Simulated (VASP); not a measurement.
# Nb (Im-3m) in VASP: a series of runs

Runs on Nb. Level: r2SCAN. Tasks: single point, relaxation of cell and atoms.

Program: VASP 6.6.1. These are calculated values, not measurements. Logs are shortened: lines on timing, memory, paths and dates and some standing lists are left out, and cuts for length are marked.

### 1 The cell of the first run

Symmetry: Im-3m, No. 229, cubic system. Conventional cell: a = 3.304 Å, b = 3.304 Å, c = 3.304 Å, α = 90.00°, β = 90.00°, γ = 90.00°. Within 3.8 Å of Nb (site symmetry m-3m) lie 14 Nb at 2.86 to 3.30 Å.

### 2 Single point, r2SCAN

Contents of POSCAR:

```
Nb
1.0
   -1.6517690608      1.6517690608      1.6517690608
    1.6517690608     -1.6517690608      1.6517690608
    1.6517690608      1.6517690608     -1.6517690608
Nb
1
Direct
    0.0000000000      0.0000000000      0.0000000000
```

Contents of INCAR.step1:

```
SYSTEM = Nb
ALGO = Normal ; EDIFF = 1E-4
ENCUT = 520 ; GGA = PE
ISMEAR = 0 ; LASPH = .True.
LCHARG = .False. ; LREAL = .False.
LWAVE = .True. ; NBANDS = 12
NELM = 80 ; PREC = Accurate
SIGMA = 0.2
```

Contents of INCAR.step2:

```
SYSTEM = Nb
ALGO = Normal ; EDIFF = 1E-7
ENCUT = 520 ; ISIF = 2
ISMEAR = 0 ; ISTART = 1
LASPH = .True. ; LCHARG = .False.
LMIXTAU = .True. ; LREAL = .False.
LWAVE = .False. ; METAGGA = R2SCAN
NBANDS = 12 ; NELM = 80
PREC = Accurate ; SIGMA = 0.2
```

Contents of KPOINTS:

```
k-points
0
Gamma
  20 20 20
  0 0 0
```

Potentials or basis: VASP PAW PBE potentials, release 64 (Nb_sv).

On the command line:

```bash
cat potpaw_PBE.64/Nb_sv/POTCAR > POTCAR
cp INCAR.step1 INCAR
mpirun -np 1 vasp_std > vasp.out
cp INCAR.step2 INCAR
mpirun -np 1 vasp_std > vasp.out
```

OUTCAR:

```text
SYSTEM = Nb
   EDIFF = 1E-7
   ENCUT = 520
   ISIF = 2
   ISMEAR = 0
   ISTART = 1
   LASPH = .True.
   LREAL = .False.
   METAGGA = R2SCAN
   NELM = 80
   PREC = Accurate

 ion  position               nearest neighbor table
   1  0.000  0.000  0.000-

  LATTYP: Found a body centered cubic cell.
 ALAT       =     3.3035381216

  Lattice vectors:

 A1 = (  -1.6517690608,   1.6517690608,   1.6517690608)
 A2 = (   1.6517690608,  -1.6517690608,   1.6517690608)
 A3 = (   1.6517690608,   1.6517690608,  -1.6517690608)

Analysis of symmetry for initial positions (statically):
=====================================================================
 Subroutine PRICEL returns:
 Original cell was already a primitive cell.

 Routine SETGRP: Setting up the symmetry group for a
 body centered cubic supercell.

 Subroutine GETGRP returns: Found 48 space group operations
 (whereof 48 operations were pure point group operations)
 out of a pool of 48 trial point group operations.

The static configuration has the point symmetry O_h .

Analysis of symmetry for dynamics (positions and initial velocities):
=====================================================================
 Subroutine PRICEL returns:
 Original cell was already a primitive cell.

 Routine SETGRP: Setting up the symmetry group for a
 body centered cubic supercell.

 Subroutine GETGRP returns: Found 48 space group operations
 (whereof 48 operations were pure point group operations)
 out of a pool of 48 trial point group operations.

The dynamic configuration has the point symmetry O_h .

 Subroutine INISYM returns: Found 48 space group operations
 (whereof 48 operations are pure point group operations),
 and found     1 'primitive' translations

----------------------------------------------------------------------------------------

                                     Primitive cell

  volume of cell :      18.0264

  direct lattice vectors                    reciprocal lattice vectors
    -1.651769061  1.651769061  1.651769061     0.000000000  0.302705755  0.302705755
     1.651769061 -1.651769061  1.651769061     0.302705755  0.000000000  0.302705755
     1.651769061  1.651769061 -1.651769061     0.302705755  0.302705755  0.000000000

  length of vectors
     2.860947936  2.860947936  2.860947936     0.428090584  0.428090584  0.428090584

  position of ions in fractional coordinates (direct lattice)
     0.000000000  0.000000000  0.000000000

  ion indices of the primitive-cell ions
   primitive index   ion index
[... 81 lines left out ...]
   POTIM  = 0.5000    time-step for ionic-motion
   TEBEG  =    0.0;   TEEND  =   0.0 temperature during run
   PSTRESS=    0.0 pullay stress
   NELECT =      13.0000    total number of electrons
   NUPDOWN=      -1.0000    fix difference up-down
   EMIN   =  10.00;   EMAX   =-10.00  energy-range for DOS
   EFERMI =   0.00;   METHOD = LEGACY
   ISMEAR =     0;   SIGMA  =   0.20  broadening in eV -4-tet -1-fermi 0-gaus
   EFERMI_NEDOS =   21; number of points for ismear=-14 and -15
   IALGO  =     38    algorithm
   IMIX   =      4    mixing-type and parameters
     AMIX     =   0.40;   BMIX     =  1.00
     AMIX_MAG =   1.60;   BMIX_MAG =  1.00
  volume/ion in A,a.u.               =      18.03       121.65
  Fermi-wavevector in a.u.,A,eV,Ry     =   1.468092  2.774292 29.324559  2.155294
  Thomas-Fermi vector in A             =   2.583631
   LORBIT       =      0    0 simple, 1 ext, 2 COOP (PROOUT), +10 PAW based schemes
   METAGGA = R2SCAN    functional components
   LHFCALC =     F    Hartree Fock is set to
   AEXX    =    0.0000 exact exchange contribution
   IVDW    =     0    specifies the selected vdW correction
   LEPSILON=     F    determine dielectric tensor
   LRPA    =     F    only Hartree local field effects (RPA)
 non-spin polarized calculation
 Gauss-broadening in eV      SIGMA  =   0.20
  energy-cutoff  :      520.00
  volume of cell :       18.03
 maximum number of plane-waves:       498
 NGX is ok and might be reduce to    24
   NGX = 11   NGY = 11   NGZ = 11

 number of electron      13.0000000 magnetization

 Free energy of the ion-electron system (eV)
  ---------------------------------------------------
  ext. energy  EPLUGINS =         0.00000000
  ---------------------------------------------------
  free energy    TOTEN  =       -24.85639249 eV

  energy without entropy =      -24.82756044  energy(sigma->0) =      -24.84197646

 E-fermi :  11.1421     XC(G=0): -13.6212

 val. band max:       11.1407898995   @ k =   0.2000   0.0000   0.0000
 cond. band min:      11.1433723390   @ k =  -0.4500   0.4500   0.2000
 fundamental gap:      0.0025824395
 Fermi energy:        11.1420981919

 k-point     1 :       0.0000    0.0000    0.0000
  band No.  band energies     occupation
      1     -45.0263      2.00000
      2     -19.5678      2.00000
      3     -19.5678      2.00000
      4     -19.5678      2.00000
      5       4.8403      2.00000
      6      11.5714      0.00240
      7      11.5714      0.00240
      8      11.5714      0.00240
      9      14.6923      0.00000
     10      14.6923      0.00000
     11      26.0007      0.00000
     12      26.0007      0.00000
[... 331 lines left out ...]
 k-point    24 :       0.2500    0.1000   -0.0000
  band No.  band energies     occupation
      1     -44.8413      2.00000
      2     -20.5516      2.00000
      3     -19.8845      2.00000
      4     -19.6262      2.00000
      5       7.5567      2.00000
      6      10.0599      2.00000
      7      10.8134      1.97987
      8      14.0107      0.00000
      9      15.2196      0.00000
     10      15.4368      0.00000
     11      25.6742      0.00000
     12      26.9531      0.00000

 [... further k-points ...]

------------------------ aborting loop because EDIFF is reached ----------------------------------------

  FORCE on cell =-STRESS in cart. coord.  units (eV):
  Direction    XX          YY          ZZ          XY          YZ          ZX
  --------------------------------------------------------------------------------------
  -------------------------------------------------------------------------------------
  Total       -0.0235247     -0.0235247     -0.0235247      0.0000000      0.0000000     -0.0000000
  in kB       -2.0908678     -2.0908678     -2.0908678      0.0000000      0.0000000     -0.0000000
  external PRESSURE =      -2.0908678 kB  Pullay stress =       0.0000000 kB

 VOLUME and BASIS-vectors are now :
 -----------------------------------------------------------------------------
  energy-cutoff  :      520.00
  volume of cell :       18.03
      direct lattice vectors                 reciprocal lattice vectors
    -1.651769061  1.651769061  1.651769061     0.000000000  0.302705755  0.302705755
     1.651769061 -1.651769061  1.651769061     0.302705755  0.000000000  0.302705755
     1.651769061  1.651769061 -1.651769061     0.302705755  0.302705755  0.000000000

 POSITION                                       TOTAL-FORCE (eV/Angst)
 -----------------------------------------------------------------------------------
      0.00000      0.00000      0.00000         0.000000      0.000000     -0.000000
 -----------------------------------------------------------------------------------
    total drift:                                0.000000      0.000000     -0.000000

  FREE ENERGIE OF THE ION-ELECTRON SYSTEM (eV)
  ---------------------------------------------------
  free  energy   TOTEN  =       -24.8563924897 eV

  energy  without entropy=      -24.8275604379  energy(sigma->0) =      -24.84197646
```

Run time: 2.5 min. Hardware: 1 thread of Intel Xeon Platinum 8259CL at 2.50GHz (Skylake/Cascade Lake), shared host; peak memory 0.18 GiB.

What came out:

```yaml
Free_energy: -24.8564 eV
Pressure: -0.2 GPa
Band_gap_on_the_k_mesh: zero (an odd number of electrons rules out a gap without spin polarisation)
```

Caveat: the PAW data sets were made with another functional, which shifts forces and pressure a little.

### 3 Relaxation of cell and atoms, r2SCAN

This run uses another cell than the first one, of 18.43 Å³/atom.

Contents of POSCAR:

```
Nb
1.0
   -1.6639500000      1.6639500000      1.6639500000
    1.6639500000     -1.6639500000      1.6639500000
    1.6639500000      1.6639500000     -1.6639500000
Nb
1
Direct
    0.0000000000      0.0000000000      0.0000000000
```

Contents of INCAR.step1:

```
SYSTEM = Nb
ALGO     = Normal         ! electronic algorithm
EDIFF    = 1E-4           ! SCF threshold, eV
ENCUT    = 600            ! plane-wave cutoff, eV
GGA      = PE             ! functional
ISMEAR   = 0              ! smearing method
LASPH    = .TRUE.         ! aspherical terms in the spheres
LCHARG   = .FALSE.        ! write CHGCAR
LREAL    = .FALSE.        ! projectors in reciprocal space
LWAVE    = .TRUE.         ! write WAVECAR
NELM     = 80             ! most SCF steps
PREC     = Accurate       ! precision mode
SIGMA    = 0.2            ! smearing width, eV
```

Contents of INCAR.step2:

```
SYSTEM = Nb
ALGO     = Normal         ! electronic algorithm
EDIFF    = 1E-6           ! SCF threshold, eV
EDIFFG   = -0.001         ! ionic threshold
ENCUT    = 600            ! plane-wave cutoff, eV
IBRION   = 2              ! ionic algorithm
ISIF     = 3              ! what is computed and relaxed
ISMEAR   = 0              ! smearing method
ISTART   = 1            
LASPH    = .TRUE.         ! aspherical terms in the spheres
LCHARG   = .FALSE.        ! write CHGCAR
LMIXTAU  = .TRUE.       
LREAL    = .FALSE.        ! projectors in reciprocal space
LWAVE    = .FALSE.        ! write WAVECAR
METAGGA  = R2SCAN         ! meta-GGA
NELM     = 80             ! most SCF steps
NSW      = 80             ! ionic steps
PREC     = Accurate       ! precision mode
SIGMA    = 0.2            ! smearing width, eV
```

Contents of KPOINTS:

```
k-points
0
G
  20 20 20
  0 0 0
```

Potentials or basis: VASP PAW PBE potentials, release 64 (Nb_sv).

On the command line:

```bash
cat potpaw_PBE.64/Nb_sv/POTCAR > POTCAR
cp INCAR.step1 INCAR
mpirun -np 1 vasp_std > vasp.out
cp INCAR.step2 INCAR
mpirun -np 1 vasp_std > vasp.out
```

OUTCAR:

```text
SYSTEM = Nb
   EDIFF = 1E-6
   EDIFFG = -0.001
   ENCUT = 600
   IBRION = 2
   ISIF = 3
   ISMEAR = 0
   ISTART = 1
   LASPH = .TRUE.
   LREAL = .FALSE.
   METAGGA = R2SCAN
   NELM = 80
   NSW = 80
   PREC = Accurate

 ion  position               nearest neighbor table
   1  0.000  0.000  0.000-

  LATTYP: Found a body centered cubic cell.
 ALAT       =     3.3279000000

  Lattice vectors:

 A1 = (  -1.6639500000,   1.6639500000,   1.6639500000)
 A2 = (   1.6639500000,  -1.6639500000,   1.6639500000)
 A3 = (   1.6639500000,   1.6639500000,  -1.6639500000)

Analysis of symmetry for initial positions (statically):
=====================================================================
 Subroutine PRICEL returns:
 Original cell was already a primitive cell.

 Routine SETGRP: Setting up the symmetry group for a
 body centered cubic supercell.

 Subroutine GETGRP returns: Found 48 space group operations
 (whereof 48 operations were pure point group operations)
 out of a pool of 48 trial point group operations.

The static configuration has the point symmetry O_h .

Analysis of symmetry for dynamics (positions and initial velocities):
=====================================================================
 Subroutine PRICEL returns:
 Original cell was already a primitive cell.

 Routine SETGRP: Setting up the symmetry group for a
 body centered cubic supercell.

 Subroutine GETGRP returns: Found 48 space group operations
 (whereof 48 operations were pure point group operations)
 out of a pool of 48 trial point group operations.

The dynamic configuration has the point symmetry O_h .

 Subroutine INISYM returns: Found 48 space group operations
 (whereof 48 operations are pure point group operations),
 and found     1 'primitive' translations

[... 128 lines left out ...]
 maximum number of plane-waves:       632
   NGX = 11   NGY = 11   NGZ = 11

--------------------------------------- Ionic step        1  -------------------------------------------

 number of electron      12.9999999 magnetization

 Free energy of the ion-electron system (eV)
  ---------------------------------------------------
  ext. energy  EPLUGINS =         0.00000000
  ---------------------------------------------------
  free energy    TOTEN  =       -24.85004328 eV

  energy without entropy =      -24.82020275  energy(sigma->0) =      -24.83512301

------------------------ aborting loop because EDIFF is reached ----------------------------------------

  FORCE on cell =-STRESS in cart. coord.  units (eV):
  Direction    XX          YY          ZZ          XY          YZ          ZX
  --------------------------------------------------------------------------------------
  -------------------------------------------------------------------------------------
  Total       -0.4361196     -0.4361196     -0.4361196      0.0000000      0.0000000      0.0000000
  in kB      -37.9171263    -37.9171263    -37.9171263      0.0000000      0.0000000      0.0000000
  external PRESSURE =     -37.9171263 kB  Pullay stress =       0.0000000 kB
[... 267 lines left out ...]
--------------------------------------- Ionic step        9  -------------------------------------------

 number of electron      13.0000000 magnetization

 Free energy of the ion-electron system (eV)
  ---------------------------------------------------
  ext. energy  EPLUGINS =         0.00000000
  ---------------------------------------------------
  free energy    TOTEN  =       -24.85507658 eV

  energy without entropy =      -24.82628932  energy(sigma->0) =      -24.84068295

 E-fermi :  11.1561     XC(G=0): -13.6266

 val. band max:       11.1539057147   @ k =   0.2000   0.0000   0.0000
 cond. band min:      11.1563570178   @ k =  -0.4500   0.4500   0.2000
 fundamental gap:      0.0024513030
 Fermi energy:        11.1560921067

 k-point     1 :       0.0000    0.0000    0.0000
  band No.  band energies     occupation
      1     -45.0112      2.00000
      2     -19.5504      2.00000
      3     -19.5504      2.00000
      4     -19.5504      2.00000
      5       4.8519      2.00000
      6      11.5847      0.00244
      7      11.5847      0.00244
      8      11.5847      0.00244
      9      14.7090      0.00000
     10      14.7090      0.00000
[... 287 lines left out ...]
 k-point    24 :       0.2500    0.1000    0.0000
  band No.  band energies     occupation
      1     -44.8255      2.00000
      2     -20.5373      2.00000
      3     -19.8681      2.00000
      4     -19.6090      2.00000
      5       7.5694      2.00000
      6      10.0715      2.00000
      7      10.8276      1.97981
      8      14.0267      0.00000
      9      15.2375      0.00000
     10      15.4554      0.00000

 [... further k-points ...]

------------------------ aborting loop because EDIFF is reached ----------------------------------------

  FORCE on cell =-STRESS in cart. coord.  units (eV):
  Direction    XX          YY          ZZ          XY          YZ          ZX
  --------------------------------------------------------------------------------------
  -------------------------------------------------------------------------------------
  Total       -0.0002877     -0.0002877     -0.0002877      0.0000000      0.0000000     -0.0000000
  in kB       -0.0255938     -0.0255938     -0.0255938      0.0000000      0.0000000     -0.0000000
  external PRESSURE =      -0.0255938 kB  Pullay stress =       0.0000000 kB
[... 16 lines left out ...]
  FREE ENERGIE OF THE ION-ELECTRON SYSTEM (eV)
  ---------------------------------------------------
  free  energy   TOTEN  =       -24.8550765776 eV

  energy  without entropy=      -24.8262893167  energy(sigma->0) =      -24.84068295

 reached required accuracy - stopping structural energy minimisation
```

OUTCAR.step1:

```text
SYSTEM = Nb
   EDIFF = 1E-4
   ENCUT = 600
   GGA = PE
   ISMEAR = 0
   LASPH = .TRUE.
[... 529 lines left out ...]
 -----------------------------------------------------------------------------------
      0.00000      0.00000      0.00000         0.000000      0.000000     -0.000000
 -----------------------------------------------------------------------------------
    total drift:                                0.000000      0.000000     -0.000000

  FREE ENERGIE OF THE ION-ELECTRON SYSTEM (eV)
  ---------------------------------------------------
  free  energy   TOTEN  =       -10.2282902648 eV

  energy  without entropy=      -10.1970862817  energy(sigma->0) =      -10.21268827
```

Wall time 10 min (1 thread of Intel Xeon Platinum 8259CL at 2.50GHz (Skylake/Cascade Lake), shared host); peak memory 0.2 GiB.

What came out:

```yaml
Free_energy: -24.8551 eV
Relaxed_volume: 18.01 Å³/atom
Relaxed_cell: a = 2.860 Å, b = 2.860 Å, c = 2.860 Å, α = 109.47°, β = 109.47°, γ = 109.47°
Space_group_after_relaxing_to_0.1_Å: Im-3m (No. 229)
Energy_gained_by_relaxing: 5.0 meV/atom
Ionic_steps: 9
Pressure_after_relaxing: 0.0 GPa
Band_gap_on_the_k_mesh: zero (an odd number of electrons rules out a gap without spin polarisation)
```

Step by step:
```csv
step,energy change (eV),largest force (eV/Å),pressure (GPa),volume (Å³)
1,0.0000,0.0000,-3.79,18.43
2,0.0117,0.0000,7.66,17.29
3,-0.0050,0.0000,-0.06,18.02
4,-0.0050,0.0000,0.03,18.01
5,-0.0050,0.0000,-0.04,18.02
6,-0.0050,0.0000,-0.02,18.01
7,-0.0050,0.0000,-0.07,18.01
8,-0.0050,0.0000,-0.06,18.01
9,-0.0050,0.0000,0.00,18.01
```

Final structure:
```xyz
1
Lattice="-1.6512 1.6512 1.6512 1.6512 -1.6512 1.6512 1.6512 1.6512 -1.6512" Properties=species:S:1:pos:R:3 pbc="T T T"
Nb    0.0000    0.0000    0.0000
```

Levels at points of the mesh, in eV from the Fermi level:
```csv
k point,band 4,band 5,band 6,band 7,band 8,band 9
"(0.00, 0.00, 0.00)",-30.71,-6.30,0.43,0.43,0.43,3.55
"(0.50, 0.00, 0.00)",-30.72,-3.92,-1.73,2.24,3.57,4.30
"(0.50, 0.50, 0.50)",-31.69,-3.90,-3.90,5.85,5.85,5.85
```

Caveat: the PAW data sets were made with another functional, which shifts forces and pressure a little.
